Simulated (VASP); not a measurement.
Wanted: the native input for a VASP 6.6.1 run.

```
Task                   : single point
Functional             : PBEsol
Potentials or basis    : VASP PAW PBE potentials, release 64 (Al)
Cutoff                 : 520 eV
k mesh                 : 14 × 14 × 7
Occupations            : fermi-dirac, width 0.05 eV
Spin                   : no spin polarisation
Dipole correction      : no
Further INCAR settings : ALGO = Normal; EDIFF = 1e-07; NBANDS = 10
```

The structure of Al lies in POSCAR:

```
Al
1.0
    2.8124550000      0.0187497000      0.0187497000
   -1.3899902800      2.4262831467      0.0068628667
    0.0324456667      0.0324456667      4.8668500000
Al
2
Direct
    0.6666666667      0.3333333333      0.7500000000
    0.3333333333      0.6666666667      0.2500000000
```

One way to write it, as run:

INCAR

```
SYSTEM = Al
ALGO = Normal
EDIFF = 1E-7
ENCUT = 520
GGA = PS
ISIF = 2
ISMEAR = -1
LASPH = .True.
LCHARG = .True.
LELF = .True.
LREAL = .False.
LVHAR = .True.
LWAVE = .False.
NBANDS = 10
NELM = 60
PREC = Accurate
SIGMA = 0.05
```

KPOINTS

```
k-points
0
Gamma
  14 14 7
  0 0 0
```

Potentials or basis: VASP PAW PBE potentials, release 64 (Al).

Launch:

```sh
$ cat potpaw_PBE.64/Al/POTCAR > POTCAR
$ mpirun -np 1 vasp_std > vasp.out
```

Results of the run:

```
Pressure               : -1.3 GPa
Band gap on the k mesh : zero (bands 3 and 4 overlap by 5.37 eV)
```

Caveat: the PAW data sets were made with another functional, which shifts forces and pressure a little.

Run time: 110 s on 1 thread of AMD EPYC 9R45 96-Core Processor (Zen 5) (shared host), peak memory 0.27 GiB.
